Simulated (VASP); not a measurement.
# Si2Sn (P6_3/mmc) in VASP: relaxation of cell and atoms with PBE

Aim: the relaxation of cell and atoms of Si2Sn with PBE.

Program: VASP 6.6.1. These are calculated values, not measurements. Logs are shortened: lines on timing, memory, paths and dates and some standing lists are left out, and cuts for length are marked.

**1. The cell of the first run**

Symmetry: P6_3/mmc, No. 194, hexagonal system. The conventional cell has a = 3.701 Å, b = 3.701 Å, c = 10.941 Å, α = 90.00°, β = 90.00°, γ = 120.00°. Si (site symmetry 3m) has 3 Si at 2.38 Å and 3 Sn at 3.08 Å within 3.1 Å. Within 4.1 Å of Sn (site symmetry -6m2) lie 8 Si at 3.08 to 3.26 Å and 6 Sn at 3.70 Å.

**2. Relaxation of cell and atoms, PBE**

The input, INCAR:

```
SYSTEM = Si2Sn
  PREC = Accurate
  ENCUT = 600
  EDIFF = 1E-6
  ISMEAR = 0
  SIGMA = 0.1
  LREAL = .False.
  LASPH = .True.
  NELM = 80
  ALGO = Normal
  ISIF = 3
  LWAVE = .False.
  LCHARG = .False.
  GGA = PE
  IBRION = 2
  NSW = 100
  EDIFFG = -0.01
```

The input, KPOINTS:

```
Automatic mesh
0
Gamma
  12 12 4
  0 0 0
```

The input, POSCAR:

```
Si2Sn
1.0
    3.7009692094      0.0000000000      0.0000000000
   -1.8504846047      3.2051333540      0.0000000000
    0.0000000000      0.0000000000     10.9409526864
Si Sn
4 2
Direct
    0.3333333333      0.6666666667      0.0475311317
    0.3333333333      0.6666666667      0.4524688683
    0.6666666667      0.3333333333      0.9524688683
    0.6666666667      0.3333333333      0.5475311317
    0.3333333333      0.6666666667      0.7500000000
    0.6666666667      0.3333333333      0.2500000000
```

Potentials or basis: VASP PAW PBE potentials, release 64 (Si, Sn_d).

Started as:

```bash
cat potpaw_PBE.64/Si/POTCAR potpaw_PBE.64/Sn_d/POTCAR > POTCAR
mpirun -np 1 vasp_std > vasp.out
```

OUTCAR:

```text
SYSTEM = Si2Sn
   PREC = Accurate
   ENCUT = 600
   EDIFF = 1E-6
   ISMEAR = 0
   LREAL = .False.
   LASPH = .True.
   NELM = 80
   ISIF = 3
   GGA = PE
   IBRION = 2
   NSW = 100
   EDIFFG = -0.01

 ion  position               nearest neighbor table
   1  0.333  0.667  0.048-   3 2.38   3 2.38   3 2.38   6 3.08   6 3.08   6 3.08   5 3.26
   2  0.333  0.667  0.452-   4 2.38   4 2.38   4 2.38   6 3.08   6 3.08   6 3.08   5 3.26
   3  0.667  0.333  0.952-   1 2.38   1 2.38   1 2.38   5 3.08   5 3.08   5 3.08   6 3.26
   4  0.667  0.333  0.548-   2 2.38   2 2.38   2 2.38   5 3.08   5 3.08   5 3.08   6 3.26
   5  0.333  0.667  0.750-   3 3.08   4 3.08   3 3.08   4 3.08   3 3.08   4 3.08   1 3.26   2 3.26

   6  0.667  0.333  0.250-   1 3.08   2 3.08   1 3.08   2 3.08   1 3.08   2 3.08   3 3.26   4 3.26

  LATTYP: Found a hexagonal cell.
 ALAT       =     3.7009692094
 C/A-ratio  =     2.9562398570

  Lattice vectors:

 A1 = (   3.7009692094,   0.0000000000,   0.0000000000)
 A2 = (  -1.8504846047,   3.2051333540,   0.0000000000)
 A3 = (   0.0000000000,   0.0000000000,  10.9409526864)

Analysis of symmetry for initial positions (statically):
=====================================================================
 Subroutine PRICEL returns:
 Original cell was already a primitive cell.

 Routine SETGRP: Setting up the symmetry group for a
 hexagonal supercell.

 Subroutine GETGRP returns: Found 24 space group operations
 (whereof 12 operations were pure point group operations)
 out of a pool of 24 trial point group operations.

The static configuration has the point symmetry D_3d.
 The point group associated with its full space group is D_6h.

Analysis of symmetry for dynamics (positions and initial velocities):
=====================================================================
 Subroutine PRICEL returns:
 Original cell was already a primitive cell.

 Routine SETGRP: Setting up the symmetry group for a
 hexagonal supercell.

 Subroutine GETGRP returns: Found 24 space group operations
 (whereof 12 operations were pure point group operations)
 out of a pool of 24 trial point group operations.

The dynamic configuration has the point symmetry D_3d.
 The point group associated with its full space group is D_6h.

 Subroutine INISYM returns: Found 24 space group operations
 (whereof 12 operations are pure point group operations),
 and found     1 'primitive' translations

----------------------------------------------------------------------------------------

                                     Primitive cell

  volume of cell :     129.7827

  direct lattice vectors                    reciprocal lattice vectors
     3.700969209  0.000000000  0.000000000     0.270199492  0.155999749  0.000000000
    -1.850484605  3.205133354  0.000000000     0.000000000  0.311999499  0.000000000
     0.000000000  0.000000000 10.940952686     0.000000000  0.000000000  0.091399719

  length of vectors
     3.700969209  3.700969209 10.940952686     0.311999499  0.311999499  0.091399719

  position of ions in fractional coordinates (direct lattice)
     0.333333333  0.666666667  0.047531132
     0.333333333  0.666666667  0.452468868
     0.666666667  0.333333333  0.952468868
     0.666666667  0.333333333  0.547531132
     0.333333333  0.666666667  0.750000000
     0.666666667  0.333333333  0.250000000

  ion indices of the primitive-cell ions
   primitive index   ion index
                 1           1
                 2           2
                 3           3
                 4           4
                 5           5
                 6           6

----------------------------------------------------------------------------------------

 KPOINTS: Automatic mesh

Automatic generation of k-mesh.
 Grid dimensions read from file:
 generate k-points for:   12   12    4

 Generating k-lattice:

  Cartesian coordinates                     Fractional coordinates (reciprocal lattice)
     0.022516624  0.012999979  0.000000000     0.083333333  0.000000000  0.000000000
     0.000000000  0.025999958  0.000000000     0.000000000  0.083333333  0.000000000
     0.000000000  0.000000000  0.022849930     0.000000000  0.000000000  0.250000000

  Length of vectors
     0.025999958  0.025999958  0.022849930

  Shift w.r.t. Gamma in fractional coordinates (k-lattice)
     0.000000000  0.000000000  0.000000000

 Subroutine IBZKPT returns following result:
 ===========================================

 Found     57 irreducible k-points:

 Following reciprocal coordinates:
            Coordinates               Weight
  0.000000  0.000000  0.000000      1.000000
  0.083333 -0.000000  0.000000      6.000000
  0.166667 -0.000000  0.000000      6.000000
  0.250000 -0.000000  0.000000      6.000000
  0.333333 -0.000000  0.000000      6.000000
  0.416667  0.000000  0.000000      6.000000
[... 16 lines left out ...]
  0.250000 -0.000000  0.250000     12.000000
  0.333333 -0.000000  0.250000     12.000000
 [... further k-points ...]
   k-points           NKPTS =     57   k-points in BZ     NKDIM =     57   number of bands    NBANDS=     26
   number of dos      NEDOS =    301   number of ions     NIONS =      6
   total plane-waves  NPLWV =  81000
   dimension x,y,z NGX =    30 NGY =   30 NGZ =   90
   dimension x,y,z NGXF=    60 NGYF=   60 NGZF=  180
   ions per type =               4   2
   NGX,Y,Z   is equivalent  to a cutoff of  13.48, 13.48, 13.68 a.u.
   NGXF,Y,Z  is equivalent  to a cutoff of  26.95, 26.95, 27.35 a.u.
 SYSTEM =  Si2Sn
   PREC   = accura    normal or accurate (medium, high low for compatibility)
   ISTART =      0    job   : 0-new  1-cont  2-samecut
   ICHARG =      2    charge: 1-file 2-atom 10-const
   ISPIN  =      1    spin polarized calculation?
   LNONCOLLINEAR =      F non collinear calculations
   LSORBIT =      F    spin-orbit coupling
   LASPH  =      T    aspherical Exc in radial PAW
   ENCUT  =  600.0 eV  44.10 Ry    6.64 a.u.   7.39  7.39 21.85*2*pi/ulx,y,z
   NELM   =     80;   NELMIN=  2; NELMDL= -5     # of ELM steps
   EDIFF  = 0.1E-05   stopping-criterion for ELM
   LREAL  =      F    real-space projection
   EDIFFG = -.1E-01   stopping-criterion for IOM
   NSW    =    100    number of steps for IOM
   IBRION =      2    ionic relax: 0-MD 1-quasi-New 2-CG
   NFREE  =      1    steps in history (QN), initial steepest desc. (CG)
   ISIF   =      3    stress and relaxation
   ISYM   =      2    0-nonsym 1-usesym 2-fastsym
   POTIM  = 0.5000    time-step for ionic-motion
   TEBEG  =    0.0;   TEEND  =   0.0 temperature during run
   PSTRESS=    0.0 pullay stress
   NELECT =      44.0000    total number of electrons
   NUPDOWN=      -1.0000    fix difference up-down
   EMIN   =  10.00;   EMAX   =-10.00  energy-range for DOS
   EFERMI =   0.00;   METHOD = LEGACY
   ISMEAR =     0;   SIGMA  =   0.10  broadening in eV -4-tet -1-fermi 0-gaus
   EFERMI_NEDOS =   21; number of points for ismear=-14 and -15
   IALGO  =     38    algorithm
   IMIX   =      4    mixing-type and parameters
     AMIX     =   0.40;   BMIX     =  1.00
     AMIX_MAG =   1.60;   BMIX_MAG =  1.00
  volume/ion in A,a.u.               =      21.63       145.97
  Fermi-wavevector in a.u.,A,eV,Ry     =   1.141529  2.157176 17.729584  1.303088
  Thomas-Fermi vector in A             =   2.278229
   LORBIT       =      0    0 simple, 1 ext, 2 COOP (PROOUT), +10 PAW based schemes
   GGA     = PE    functional components
   LHFCALC =     F    Hartree Fock is set to
   AEXX    =    0.0000 exact exchange contribution
   IVDW    =     0    specifies the selected vdW correction
   LEPSILON=     F    determine dielectric tensor
   LRPA    =     F    only Hartree local field effects (RPA)
 conjugate gradient relaxation of ions
 non-spin polarized calculation
 Gauss-broadening in eV      SIGMA  =   0.10
  energy-cutoff  :      600.00
  volume of cell :      129.78
 maximum number of plane-waves:      4394
 NGX is ok and might be reduce to    30
   NGX = 15   NGY = 15   NGZ = 43

 number of electron      44.0000008 magnetization

 Free energy of the ion-electron system (eV)
  ---------------------------------------------------
  ext. energy  EPLUGINS =         0.00000000
  ---------------------------------------------------
  free energy    TOTEN  =       -27.75146555 eV

  energy without entropy =      -27.74321280  energy(sigma->0) =      -27.74733918

 E-fermi :   7.2006     XC(G=0): -10.0584

 val. band max:        7.1744978478   @ k =   0.2500  -0.0000   0.0000
 cond. band min:       7.2459957328   @ k =   0.1667   0.0833   0.0000
 fundamental gap:      0.0714978850
 Fermi energy:         7.2005822854

 k-point     1 :       0.0000    0.0000    0.0000
  band No.  band energies     occupation
      1     -14.3446      2.00000
      2     -14.3425      2.00000
      3     -14.3316      2.00000
      4     -14.3316      2.00000
      5     -14.3316      2.00000
      6     -14.3316      2.00000
[... 18 lines left out ...]
     25      10.4891      0.00000
     26      10.6475      0.00000

 k-point     2 :       0.0833   -0.0000    0.0000
  band No.  band energies     occupation
      1     -14.3427      2.00000
      2     -14.3407      2.00000
      3     -14.3317      2.00000
      4     -14.3317      2.00000
      5     -14.3277      2.00000
      6     -14.3277      2.00000
[... 18 lines left out ...]
     25      10.4353      0.00000
     26      10.7725      0.00000

 k-point     3 :       0.1667   -0.0000    0.0000
  band No.  band energies     occupation
      1     -14.3410      2.00000
      2     -14.3400      2.00000
      3     -14.3286      2.00000
      4     -14.3278      2.00000
      5     -14.3171      2.00000
      6     -14.3171      2.00000
[... 18 lines left out ...]
     25       9.8506      0.00000
     26      10.1089      0.00000

 k-point     4 :       0.2500   -0.0000    0.0000
  band No.  band energies     occupation
      1     -14.3439      2.00000
      2     -14.3434      2.00000
      3     -14.3199      2.00000
      4     -14.3197      2.00000
      5     -14.3193      2.00000
      6     -14.3181      2.00000
[... 18 lines left out ...]
     25       9.2534      0.00000
     26       9.3106      0.00000

 k-point     5 :       0.3333   -0.0000    0.0000
  band No.  band energies     occupation
      1     -14.3479      2.00000
      2     -14.3476      2.00000
      3     -14.3278      2.00000
      4     -14.3276      2.00000
      5     -14.3095      2.00000
      6     -14.3092      2.00000
[... 18 lines left out ...]
     25       8.7825      0.00000
     26       8.8931      0.00000

 k-point     6 :       0.4167    0.0000    0.0000
  band No.  band energies     occupation
      1     -14.3510      2.00000
      2     -14.3508      2.00000
      3     -14.3336      2.00000
      4     -14.3333      2.00000
      5     -14.3109      2.00000
      6     -14.3106      2.00000
[... 427 lines left out ...]
 k-point    21 :       0.0833   -0.0000    0.2500
  band No.  band energies     occupation
      1     -14.3424      2.00000
      2     -14.3410      2.00000
      3     -14.3317      2.00000
      4     -14.3317      2.00000
      5     -14.3277      2.00000
      6     -14.3277      2.00000
[... 18 lines left out ...]
     25      10.5594      0.00000
     26      10.6994      0.00000

 k-point    22 :       0.1667   -0.0000    0.2500
  band No.  band energies     occupation
      1     -14.3409      2.00000
      2     -14.3401      2.00000
      3     -14.3285      2.00000
      4     -14.3279      2.00000
      5     -14.3171      2.00000
      6     -14.3171      2.00000
[... 18 lines left out ...]
     25       9.9644      0.00000
     26      10.0202      0.00000

 k-point    23 :       0.2500   -0.0000    0.2500
  band No.  band energies     occupation
      1     -14.3438      2.00000
      2     -14.3435      2.00000
      3     -14.3200      2.00000
      4     -14.3198      2.00000
      5     -14.3190      2.00000
      6     -14.3182      2.00000
[... 18 lines left out ...]
     25       9.4380      0.00000
     26       9.7201      0.00000

 k-point    24 :       0.3333   -0.0000    0.2500
  band No.  band energies     occupation
      1     -14.3479      2.00000
      2     -14.3477      2.00000
      3     -14.3278      2.00000
      4     -14.3276      2.00000
      5     -14.3095      2.00000
      6     -14.3093      2.00000
[... 18 lines left out ...]
     25       8.9700      0.00000
     26       8.9754      0.00000

 [... further k-points ...]
[... 5 lines left out ...]
  --------------------------------------------------------------------------------------
  -------------------------------------------------------------------------------------
  Total        0.0535112      0.0535112      0.0112451     -0.0000000      0.0000000      0.0000000
  in kB        0.6605995      0.6605995      0.1388212     -0.0000000      0.0000000      0.0000000
  external PRESSURE =       0.4866734 kB  Pullay stress =       0.0000000 kB

 VOLUME and BASIS-vectors are now :
 -----------------------------------------------------------------------------
  energy-cutoff  :      600.00
  volume of cell :      129.78
      direct lattice vectors                 reciprocal lattice vectors
     3.700969209  0.000000000  0.000000000     0.270199492  0.155999749  0.000000000
    -1.850484605  3.205133354  0.000000000     0.000000000  0.311999499  0.000000000
     0.000000000  0.000000000 10.940952686     0.000000000  0.000000000  0.091399719

 POSITION                                       TOTAL-FORCE (eV/Angst)
 -----------------------------------------------------------------------------------
     -0.00000      2.13676      0.52004         0.000000     -0.000000     -0.008574
     -0.00000      2.13676      4.95044         0.000000     -0.000000      0.008574
      1.85048      1.06838     10.42092        -0.000000      0.000000      0.008574
      1.85048      1.06838      5.99051        -0.000000      0.000000     -0.008574
     -0.00000      2.13676      8.20571        -0.000000      0.000000      0.000000
      1.85048      1.06838      2.73524         0.000000      0.000000      0.000000
 -----------------------------------------------------------------------------------
    total drift:                               -0.000000      0.000000      0.000000

  FREE ENERGIE OF THE ION-ELECTRON SYSTEM (eV)
  ---------------------------------------------------
  free  energy   TOTEN  =       -27.7514655464 eV

  energy  without entropy=      -27.7432128041  energy(sigma->0) =      -27.74733918

 reached required accuracy - stopping structural energy minimisation
```

It took 2.9 min on 1 thread of AMD EPYC 9R45 (Zen 5), shared host; peak memory 0.36 GiB.

What came out:

| Property | Result |
| --- | --- |
| Free energy | -27.7515 eV |
| Pressure after relaxing | 0.0 GPa |
| Largest force after relaxing | 0.009 eV/Å |
| Band gap on the k mesh | zero (bands 22 and 23 overlap by 4.60 eV) |

Forces in eV/Å, atoms in the order of the input:
```
Si   0.000  0.000 -0.009
Si   0.000  0.000  0.009
Si   0.000  0.000  0.009
Si   0.000  0.000 -0.009
Sn   0.000  0.000  0.000
Sn   0.000  0.000  0.000
```

Final structure:
```xyz
6
Lattice="3.7010 0.0000 0.0000 -1.8505 3.2051 0.0000 0.0000 0.0000 10.9410" Properties=species:S:1:pos:R:3 pbc="T T T"
Si    0.0000    2.1368    0.5200
Si    0.0000    2.1368    4.9504
Si    1.8505    1.0684   10.4209
Si    1.8505    1.0684    5.9905
Sn    0.0000    2.1368    8.2057
Sn    1.8505    1.0684    2.7352
```

Caveat: the relaxation stopped at its first step, so nothing moved; spin-orbit coupling is left out, which moves the levels of the heavy elements.
